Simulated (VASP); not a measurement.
# Ti3Al (P1) in VASP: further runs

Ti3Al is run at these levels: PBEsol; tasks: single point.

All numbers are computed with VASP 6.6.1; they aren't measurements. Logs are shortened: lines on timing, memory, paths and dates and some standing lists are left out, and cuts for length are marked.

## 1. The cell of the first run

The typed cell holds 8 atoms: a = 2.928 Å, b = 5.855 Å, c = 9.226 Å, α = 90.00°, β = 90.00°, γ = 120.00°.

## 2. Single point, PBEsol

INCAR reads:

```
  ALGO = Normal
  EDIFF = 1E-6
  ENCUT = 400
  GGA = PS
  GGA_COMPAT = False
  ISIF = 2
  ISMEAR = 1
  LASPH = True
  LCHARG = True
  LELF = True
  LREAL = False
  LVHAR = True
  LWAVE = False
  NBANDS = 49
  NELM = 120
  PREC = Accurate
  SIGMA = 0.15
```

KPOINTS reads:

```
k-points
0
Gamma
  3 3 1
```

POSCAR reads:

```
Ti3Al
1.0
    2.9275420000      0.0000000000      0.0000000000
   -2.9275420000      5.0706514853      0.0000000000
    0.0000000000      0.0000000000      9.2263620000
Ti Al
6 2
Direct
    0.6199303154      0.1483302495      0.0051108985
    0.3741437877      0.3383711156      0.7524558434
    0.3364274683      0.3248795554      0.2412023287
    0.6506938638      0.6612426450      0.0069646086
    0.3454383107      0.8408286415      0.7440664045
    0.3564824219      0.8423306181      0.2512010693
    0.6272579686      0.1697495879      0.5024577401
    0.6768924416      0.6825381334      0.4957663703
```

Potentials or basis: VASP PAW PBE potentials, release 64 (Ti_sv, Al).

Command:

```console
$ cat potpaw_PBE.64/Ti_sv/POTCAR potpaw_PBE.64/Al/POTCAR > POTCAR
$ mpirun -np 1 vasp_std > vasp.out
```

OUTCAR:

```text
EDIFF = 1E-6
   ENCUT = 400
   GGA = PS
   ISIF = 2
   ISMEAR = 1
   LASPH = True
   LREAL = False
   NELM = 120
   PREC = Accurate

 ion  position               nearest neighbor table
   1  0.620  0.148  0.005-   3 2.71   6 2.75   2 2.83   3 2.84   4 2.84   5 2.87   4 2.90
   2  0.374  0.338  0.752-   7 2.75   1 2.83   4 2.87   5 2.87   5 2.90   8 2.94   7 2.99
   3  0.336  0.325  0.241-   1 2.71   4 2.75   1 2.84   6 2.85   7 2.85   6 2.86   8 2.97   7 3.01

   4  0.651  0.661  0.007-   3 2.75   6 2.80   1 2.84   2 2.87   6 2.88   1 2.90
   5  0.345  0.841  0.744-   7 2.79   8 2.82   8 2.85   1 2.87   2 2.87   2 2.90
   6  0.356  0.842  0.251-   1 2.75   8 2.78   4 2.80   8 2.84   3 2.85   7 2.86   3 2.86   4 2.88

   7  0.627  0.170  0.502-   2 2.75   5 2.79   8 2.82   3 2.85   6 2.86   8 2.93   8 2.93   2 2.99
                             3 3.01   8 3.04
   8  0.677  0.683  0.496-   6 2.78   7 2.82   5 2.82   6 2.84   5 2.85   7 2.93   7 2.93   2 2.94
                             3 2.97   7 3.04

  LATTYP: Found a simple orthorhombic cell.
 ALAT       =     2.9275420000
 B/A-ratio  =     1.7320508076
 C/A-ratio  =     3.1515728895

  Lattice vectors:

 A1 = (   2.9275420000,   0.0000000000,   0.0000000000)
 A2 = (   0.0000000000,   5.0706514853,   0.0000000000)
 A3 = (   0.0000000000,   0.0000000000,   9.2263620000)

Analysis of symmetry for initial positions (statically):
=====================================================================
 Subroutine PRICEL returns:
 Original cell was already a primitive cell.

 Routine SETGRP: Setting up the symmetry group for a
 simple orthorhombic supercell.

 Subroutine GETGRP returns: Found  1 space group operations
 (whereof  1 operations were pure point group operations)
 out of a pool of  8 trial point group operations.

The static configuration has the point symmetry C_1 .

Analysis of symmetry for dynamics (positions and initial velocities):
=====================================================================
 Subroutine PRICEL returns:
 Original cell was already a primitive cell.

 Routine SETGRP: Setting up the symmetry group for a
 simple orthorhombic supercell.

 Subroutine GETGRP returns: Found  1 space group operations
 (whereof  1 operations were pure point group operations)
 out of a pool of  8 trial point group operations.

The dynamic configuration has the point symmetry C_1 .

 Subroutine INISYM returns: Found  1 space group operations
 (whereof  1 operations are pure point group operations),
 and found     1 'primitive' translations

----------------------------------------------------------------------------------------

                                     Primitive cell

  volume of cell :     136.9611

  direct lattice vectors                    reciprocal lattice vectors
     2.927542000  0.000000000  0.000000000     0.341583485  0.197213317  0.000000000
    -2.927542000  5.070651485  0.000000000     0.000000000  0.197213317  0.000000000
     0.000000000  0.000000000  9.226362000     0.000000000  0.000000000  0.108385082

  length of vectors
     2.927542000  5.855084000  9.226362000     0.394426634  0.197213317  0.108385082

  position of ions in fractional coordinates (direct lattice)
     0.619930315  0.148330249  0.005110898
     0.374143788  0.338371116  0.752455843
     0.336427468  0.324879555  0.241202329
     0.650693864  0.661242645  0.006964609
     0.345438311  0.840828642  0.744066405
     0.356482422  0.842330618  0.251201069
     0.627257969  0.169749588  0.502457740
     0.676892442  0.682538133  0.495766370

  ion indices of the primitive-cell ions
   primitive index   ion index
                 1           1
                 2           2
                 3           3
                 4           4
                 5           5
                 6           6
                 7           7
                 8           8

----------------------------------------------------------------------------------------

 KPOINTS: k-points

Automatic generation of k-mesh.
 Grid dimensions read from file:
 generate k-points for:    3    3    1

 Generating k-lattice:

  Cartesian coordinates                     Fractional coordinates (reciprocal lattice)
     0.113861162  0.065737772  0.000000000     0.333333333 -0.000000000  0.000000000
     0.000000000  0.065737772  0.000000000     0.000000000  0.333333333  0.000000000
     0.000000000  0.000000000  0.108385082     0.000000000  0.000000000  1.000000000

  Length of vectors
     0.131475545  0.065737772  0.108385082

  Shift w.r.t. Gamma in fractional coordinates (k-lattice)
     0.000000000  0.000000000  0.000000000

 Subroutine IBZKPT returns following result:
 ===========================================

 Found      5 irreducible k-points:

 Following reciprocal coordinates:
            Coordinates               Weight
  0.000000  0.000000  0.000000      1.000000
  0.333333  0.000000  0.000000      2.000000
  0.333333  0.333333  0.000000      2.000000
  0.000000  0.333333  0.000000      2.000000
 -0.333333  0.333333  0.000000      2.000000
   k-points           NKPTS =      5   k-points in BZ     NKDIM =      5   number of bands    NBANDS=     49
   number of dos      NEDOS =    301   number of ions     NIONS =      8
   total plane-waves  NPLWV =  48000
   dimension x,y,z NGX =    20 NGY =   40 NGZ =   60
   dimension x,y,z NGXF=    40 NGYF=   80 NGZF=  120
   ions per type =               6   2
   NGX,Y,Z   is equivalent  to a cutoff of  11.36, 11.36, 10.81 a.u.
   NGXF,Y,Z  is equivalent  to a cutoff of  22.71, 22.71, 21.62 a.u.
 SYSTEM =  unknown system
   PREC   = accura    normal or accurate (medium, high low for compatibility)
   ISTART =      0    job   : 0-new  1-cont  2-samecut
   ICHARG =      2    charge: 1-file 2-atom 10-const
   ISPIN  =      1    spin polarized calculation?
   LNONCOLLINEAR =      F non collinear calculations
   LSORBIT =      F    spin-orbit coupling
   LASPH  =      T    aspherical Exc in radial PAW
   ENCUT  =  400.0 eV  29.40 Ry    5.42 a.u.   4.77  9.55 15.05*2*pi/ulx,y,z
   NELM   =    120;   NELMIN=  2; NELMDL= -5     # of ELM steps
   EDIFF  = 0.1E-05   stopping-criterion for ELM
   LREAL  =      F    real-space projection
   EDIFFG = 0.1E-04   stopping-criterion for IOM
   NSW    =      0    number of steps for IOM
   IBRION =     -1    ionic relax: 0-MD 1-quasi-New 2-CG
   NFREE  =      0    steps in history (QN), initial steepest desc. (CG)
   ISIF   =      2    stress and relaxation
   ISYM   =      2    0-nonsym 1-usesym 2-fastsym
   POTIM  = 0.5000    time-step for ionic-motion
   TEBEG  =    0.0;   TEEND  =   0.0 temperature during run
   PSTRESS=    0.0 pullay stress
   NELECT =      78.0000    total number of electrons
   NUPDOWN=      -1.0000    fix difference up-down
   EMIN   =  10.00;   EMAX   =-10.00  energy-range for DOS
   EFERMI =   0.00;   METHOD = LEGACY
   ISMEAR =     1;   SIGMA  =   0.15  broadening in eV -4-tet -1-fermi 0-gaus
   EFERMI_NEDOS =   21; number of points for ismear=-14 and -15
   IALGO  =     38    algorithm
   IMIX   =      4    mixing-type and parameters
     AMIX     =   0.40;   BMIX     =  1.00
     AMIX_MAG =   1.60;   BMIX_MAG =  1.00
  volume/ion in A,a.u.               =      17.12       115.53
  Fermi-wavevector in a.u.,A,eV,Ry     =   1.356981  2.564323 25.053749  1.841399
  Thomas-Fermi vector in A             =   2.483939
   LORBIT       =      0    0 simple, 1 ext, 2 COOP (PROOUT), +10 PAW based schemes
   GGA     = PS    functional components
   LHFCALC =     F    Hartree Fock is set to
   AEXX    =    0.0000 exact exchange contribution
   IVDW    =     0    specifies the selected vdW correction
   LEPSILON=     F    determine dielectric tensor
   LRPA    =     F    only Hartree local field effects (RPA)
 non-spin polarized calculation
 Methfessel and Paxton  Order N= 1 SIGMA  =   0.15
  energy-cutoff  :      400.00
  volume of cell :      136.96
 maximum number of plane-waves:      2519
   NGX =  9   NGY = 19   NGZ = 31

 number of electron      78.0000005 magnetization

 Free energy of the ion-electron system (eV)
  ---------------------------------------------------
  ext. energy  EPLUGINS =         0.00000000
  ---------------------------------------------------
  free energy    TOTEN  =       -58.76917342 eV

  energy without entropy =      -58.74938611  energy(sigma->0) =      -58.76257765

 E-fermi :   7.7976     XC(G=0): -11.3065

 val. band max:        7.7801958787   @ k =   0.0000   0.3333   0.0000
 cond. band min:       7.8013187646   @ k =  -0.3333   0.3333   0.0000
 fundamental gap:      0.0211228859
 Fermi energy:         7.7975537948

 k-point     1 :       0.0000    0.0000    0.0000
  band No.  band energies     occupation
      1     -48.6113      2.00000
      2     -48.5746      2.00000
      3     -48.5163      2.00000
      4     -48.4912      2.00000
      5     -48.4573      2.00000
      6     -48.4233      2.00000
[... 41 lines left out ...]
     48       9.1411     -0.00000
     49       9.6526     -0.00000

 k-point     2 :       0.3333    0.0000    0.0000
  band No.  band energies     occupation
      1     -48.5435      2.00000
      2     -48.5165      2.00000
      3     -48.5133      2.00000
      4     -48.4735      2.00000
      5     -48.4454      2.00000
      6     -48.4093      2.00000
[... 41 lines left out ...]
     48       9.6369     -0.00000
     49       9.9065     -0.00000

 k-point     3 :       0.3333    0.3333    0.0000
  band No.  band energies     occupation
      1     -48.5409      2.00000
      2     -48.5191      2.00000
      3     -48.5115      2.00000
      4     -48.4773      2.00000
      5     -48.4454      2.00000
      6     -48.4073      2.00000
[... 41 lines left out ...]
     48       9.6893     -0.00000
     49       9.8058     -0.00000

 k-point     4 :       0.0000    0.3333    0.0000
  band No.  band energies     occupation
      1     -48.5874      2.00000
      2     -48.5551      2.00000
      3     -48.5392      2.00000
      4     -48.5072      2.00000
      5     -48.4587      2.00000
      6     -48.4258      2.00000
[... 41 lines left out ...]
     48       9.5277     -0.00000
     49       9.5927     -0.00000

 k-point     5 :      -0.3333    0.3333    0.0000
  band No.  band energies     occupation
      1     -48.5543      2.00000
      2     -48.5226      2.00000
      3     -48.5053      2.00000
      4     -48.4634      2.00000
      5     -48.4469      2.00000
      6     -48.4083      2.00000
[... 41 lines left out ...]
     48       9.5276     -0.00000
     49       9.5601     -0.00000

------------------------ aborting loop because EDIFF is reached ----------------------------------------

  FORCE on cell =-STRESS in cart. coord.  units (eV):
  Direction    XX          YY          ZZ          XY          YZ          ZX
  --------------------------------------------------------------------------------------
  -------------------------------------------------------------------------------------
  Total       -1.7092939     -6.3172594     -1.9015649     -1.3183085     -0.1237260     -0.1078861
  in kB      -19.9953932    -73.8995696    -22.2445870    -15.4216286     -1.4473524     -1.2620566
  external PRESSURE =     -38.7131833 kB  Pullay stress =       0.0000000 kB

 VOLUME and BASIS-vectors are now :
 -----------------------------------------------------------------------------
  energy-cutoff  :      400.00
  volume of cell :      136.96
      direct lattice vectors                 reciprocal lattice vectors
     2.927542000  0.000000000  0.000000000     0.341583485  0.197213317  0.000000000
    -2.927542000  5.070651485  0.000000000     0.000000000  0.197213317  0.000000000
     0.000000000  0.000000000  9.226362000     0.000000000  0.000000000  0.108385082

 POSITION                                       TOTAL-FORCE (eV/Angst)
 -----------------------------------------------------------------------------------
      1.38063      0.75213      0.04715         0.323639      0.059716     -0.509674
      0.10473      1.71576      6.94243        -0.517024      0.053904      0.100341
      0.03381      1.64735      2.22542        -0.224202      0.194139      0.641105
     -0.03088      3.35293      0.06426        -0.096476     -0.162342     -0.389946
     -1.45028      4.26355      6.86503         0.167137      0.042625      0.464935
     -1.42234      4.27116      2.31767        -0.107437     -0.044115     -0.162244
      1.33937      0.86074      4.63586         0.425169      0.073713     -0.303064
     -0.01653      3.46091      4.57412         0.029195     -0.217640      0.158547
 -----------------------------------------------------------------------------------
    total drift:                               -0.000040     -0.000227     -0.000115

  FREE ENERGIE OF THE ION-ELECTRON SYSTEM (eV)
  ---------------------------------------------------
  free  energy   TOTEN  =       -58.7691734205 eV

  energy  without entropy=      -58.7493861141  energy(sigma->0) =      -58.76257765
```

Wall time 48 s (1 thread of Intel Xeon Platinum 8259CL at 2.50GHz (Skylake/Cascade Lake), shared host); peak memory 0.2 GiB.

Results:

| Item | Value |
| --- | --- |
| Free energy | -58.7692 eV |
| Pressure | -3.9 GPa |
| Largest force | 0.706 eV/Å |
| Band gap on the k mesh | zero (bands 39 and 40 overlap by 0.98 eV) |

Forces on the atoms (eV/Å):
```
Ti   0.324  0.060 -0.510
Ti  -0.517  0.054  0.100
Ti  -0.224  0.194  0.641
Ti  -0.096 -0.162 -0.390
Ti   0.167  0.043  0.465
Ti  -0.107 -0.044 -0.162
Al   0.425  0.074 -0.303
Al   0.029 -0.218  0.159
```

Stress tensor (GPa, compression positive):
```
-2.00 -1.54 -0.13
-1.54 -7.39 -0.14
-0.13 -0.14 -2.22
```

Caveat: the k points lie up to 0.72 Å⁻¹ apart, too coarse for converged energies and pressures of a metal; the PAW data sets were made with another functional, which shifts forces and pressure a little.

## 3. Single point, PBEsol

INCAR reads:

```
SYSTEM = Ti3Al
  ALGO = Normal
  EDIFF = 1E-6
  ENCUT = 400
  GGA = PS
  GGA_COMPAT = .False.
  ISIF = 2
  ISMEAR = 1
  LASPH = .True.
  LCHARG = .True.
  LELF = .True.
  LREAL = .False.
  LVHAR = .True.
  LWAVE = .False.
  NBANDS = 49
  NELM = 120
  PREC = Accurate
  SIGMA = 0.15
```

KPOINTS reads:

```
k-points
0
Gamma
  3 3 1
  0 0 0
```

POSCAR reads:

```
Ti3Al
1.0
    2.9275420000      0.0000000000      0.0000000000
   -2.9275420000      5.0706514853      0.0000000000
    0.0000000000      0.0000000000      9.2263620000
Ti Al
6 2
Direct
    0.6044584744      0.1406407051      0.0051466656
    0.3850860172      0.3410299456      0.7537159283
    0.3362368510      0.3227658230      0.2404217394
    0.6409308808      0.6574232147      0.0082319553
    0.3533963988      0.8444609164      0.7433026148
    0.3648952778      0.8460364536      0.2512876690
    0.6217434541      0.1721768894      0.5011370679
    0.6790585085      0.6865429443      0.4951260313
```

Potentials or basis: VASP PAW PBE potentials, release 64 (Ti_sv, Al).

Command:

```console
$ cat potpaw_PBE.64/Ti_sv/POTCAR potpaw_PBE.64/Al/POTCAR > POTCAR
$ mpirun -np 1 vasp_std > vasp.out
```

It took 46 s on 1 thread of Intel Xeon Platinum 8259CL at 2.50GHz (Skylake/Cascade Lake), shared host; peak memory 0.2 GiB.

The run converged. Its results:

- Free energy: -58.7196 eV
- Pressure: -3.8 GPa
- Largest force: 0.750 eV/Å
- Band gap on the k mesh: zero (bands 39 and 40 overlap by 0.94 eV)

Forces on the atoms (eV/Å):
```
Ti   0.360  0.177 -0.551
Ti  -0.588  0.042  0.032
Ti  -0.252  0.251  0.661
Ti  -0.088 -0.180 -0.420
Ti   0.173  0.039  0.469
Ti  -0.159 -0.129 -0.166
Al   0.485  0.070 -0.224
Al   0.069 -0.269  0.199
```

Stress tensor (GPa, compression positive):
```
-2.34 -1.82 -0.09
-1.82 -7.07 -0.20
-0.09 -0.20 -2.03
```

Levels at points of the mesh, in eV from the Fermi level:
```csv
k point,band 36,band 37,band 38,band 39,band 40,band 41,band 42,band 43
"(0.00, 0.00, 0.00)",-0.57,-0.21,0.41,0.82,0.86,0.91,0.94,0.99
```

Caveat: the k points lie up to 0.72 Å⁻¹ apart, too coarse for converged energies and pressures of a metal; the PAW data sets were made with another functional, which shifts forces and pressure a little.
